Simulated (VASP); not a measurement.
Write the native input for VASP 6.6.1 that does the following.

```
Task                   : relaxation of cell and atoms
Functional             : LDA
Potentials or basis    : VASP PAW LDA potentials, release 64 (Zn, Ag_sv_GW)
Cutoff                 : 630 eV
k mesh                 : 10 × 10 × 10
Occupations            : fermi-dirac, width 0.1 eV
Spin                   : no spin polarisation
Dipole correction      : no
Further INCAR settings : ALGO = Normal; EDIFF = 1e-07; IBRION = 2; EDIFFG = -0.005; NSW = 80; ISIF = 3
```

The structure of ZnAg lies in POSCAR:

```
ZnAg
1.0
    3.1560000000      0.0000000000      0.0000000000
    0.0000000000      3.1560000000      0.0000000000
    0.0000000000      0.0000000000      3.1560000000
Zn Ag
1 1
Direct
    0.5000000000      0.5000000000      0.5000000000
    0.0000000000      0.0000000000      0.0000000000
```

The input as run:

INCAR

```
SYSTEM = ZnAg
PREC     = Accurate       ! precision mode
ENCUT    = 630            ! plane-wave cutoff, eV
EDIFF    = 1E-7           ! SCF threshold, eV
ISMEAR   = -1             ! smearing method
SIGMA    = 0.1            ! smearing width, eV
LREAL    = .FALSE.        ! projectors in reciprocal space
LASPH    = .TRUE.         ! aspherical terms in the spheres
NELM     = 120            ! most SCF steps
ALGO     = Normal         ! electronic algorithm
ISIF     = 3              ! what is computed and relaxed
LWAVE    = .FALSE.        ! write WAVECAR
LCHARG   = .FALSE.        ! write CHGCAR
IBRION   = 2              ! ionic algorithm
NSW      = 80             ! ionic steps
EDIFFG   = -0.005         ! ionic threshold
GGA_COMPAT= .FALSE.      
NELMIN   = 4
```

KPOINTS

```
Automatic mesh
0
G
  10 10 10
  0 0 0
```

Potentials or basis: VASP PAW LDA potentials, release 64 (Zn, Ag_sv_GW).

The run is started by

```console
$ cat potpaw_LDA.64/Zn/POTCAR potpaw_LDA.64/Ag_sv_GW/POTCAR > POTCAR
$ mpirun -np 1 vasp_std > vasp.out
```

Results of the run:

```json
{
  "Relaxed volume": "14.64 Å³/atom",
  "Relaxed cell": "a = 3.082 Å, b = 3.082 Å, c = 3.082 Å, α = 90.00°, β = 90.00°, γ = 90.00°",
  "Space group after relaxing (to 0.1 Å)": "Pm-3m (No. 221)",
  "Energy gained by relaxing": "28.3 meV/atom",
  "Ionic steps": "6",
  "Pressure after relaxing": "0.0 GPa",
  "Band gap on the k mesh": "zero (an odd number of electrons rules out a gap without spin polarisation)"
}
```

It took 74 s on 1 thread of Intel(R) Xeon(R) 6975P-C (Granite Rapids) (shared host), peak memory 0.2 GiB.
